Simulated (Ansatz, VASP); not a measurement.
## HgPt in VASP and in Ansatz

```xyz
2
Lattice="2.6847 0.0000 0.0000 0.0000 2.6847 0.0000 0.0000 0.0000 3.5407" Properties=species:S:1:pos:R:3 pbc="T T T"
Hg    0.0000    0.0000    0.0000
Pt    1.3424    1.3424    1.7703
```

Change from the starting cell: volume scaled by 0.7, PAW files.

Alike in both runs: task electric field gradients; functional LDA; k mesh 12 × 12 × 9; occupations fermi-dirac, width 0.05 eV; no spin polarisation.

|  | VASP | Ansatz |
| --- | --- | --- |
| version | VASP 6.6.1 | Ansatz 0.2.0 |
| potentials or method | VASP PAW LDA potentials, release 64 (Hg, Pt) | PAW with Ansatz's default frozen-core files, scalar-relativistic |
| plane-wave cutoff (eV) | 400 | 420 |
| valence electrons in the cell | 22 | 38 |

Ansatz gave:

| Quantity | Value |
| --- | --- |
| pressure (GPa) | 111.3 |
| traceless stress, the component that is largest in VASP (GPa) | 0.18 |
| size of Vzz on the site where it differs most (V/Å²) | 150.7 |

**Question.** Which values does VASP return?

**Answer.** Pressure (GPa): 119.5; traceless stress, the component that is largest in VASP (GPa): 0.76; size of Vzz on the site where it differs most (V/Å²): 138.4.

LDA's correlation is that of Perdew and Zunger in VASP and of Perdew and Wang (1992) in Ansatz. Both programs put the cell under a high pressure, so it lies far from rest at this level. VASP's potentials hold 22 valence electrons a cell and Ansatz's 38, so a difference there can come from the potentials and not from the codes.

Neither program's run includes spin-orbit coupling. Noted on VASP's run: the cell as given lies far from equilibrium.
